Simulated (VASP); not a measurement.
Set up this calculation in VASP 6.6.1, as the native input.

| Property | Result |
| --- | --- |
| Task | single point |
| Functional | PBE |
| Potentials or basis | VASP PAW PBE potentials, release 64 (Co) |
| Cutoff | 520 eV |
| k mesh | 19 × 19 × 10 |
| Occupations | fermi-dirac, width 0.05 eV |
| Spin | collinear spin, ferromagnetic start |
| Starting moments | [1.7, 1.7] μB |
| Dipole correction | no |
| Further INCAR settings | ALGO = Normal; EDIFF = 1e-06; NBANDS = 20 |

The structure of Co lies in POSCAR:

```
Co
1.0
    2.3361650038      0.0000000000      0.0000000000
   -1.1680825019      2.0231782407      0.0000000000
    0.0000000000      0.0000000000      3.7711598779
Co
2
Direct
    0.3333333333      0.6666666667      0.2500000000
    0.6666666667      0.3333333333      0.7500000000
```

One way to write it, as run:

INCAR

```
  ALGO = Normal
  EDIFF = 1E-6
  ENCUT = 520
  GGA = PE
  ISIF = 2
  ISMEAR = -1
  ISPIN = 2
  LASPH = True
  LCHARG = True
  LELF = True
  LMAXMIX = 4
  LORBIT = 11
  LREAL = False
  LVHAR = True
  LWAVE = False
  MAGMOM = 1.7 1.7
  NBANDS = 20
  NELM = 150
  PREC = Accurate
  SIGMA = 0.05
```

KPOINTS

```
k-points
0
Gamma
  19 19 10
```

Potentials or basis: VASP PAW PBE potentials, release 64 (Co).

The run is started by

```bash
$ cat potpaw_PBE.64/Co/POTCAR > POTCAR
$ mpirun -np 1 vasp_std > vasp.out
```

Results of the run:

```
Pressure                                              : 65.2 GPa
Net moment                                            : 2.88 μB per cell
Site moments                                          : Co +1.42 μB
Valence electrons inside the program's atomic spheres : Co 8.74
```

Caveat: the cell stands under pressure.

It took 70 s on 1 thread of Intel(R) Xeon(R) 6975P-C (Granite Rapids), on a shared host, peak memory 0.23 GiB.
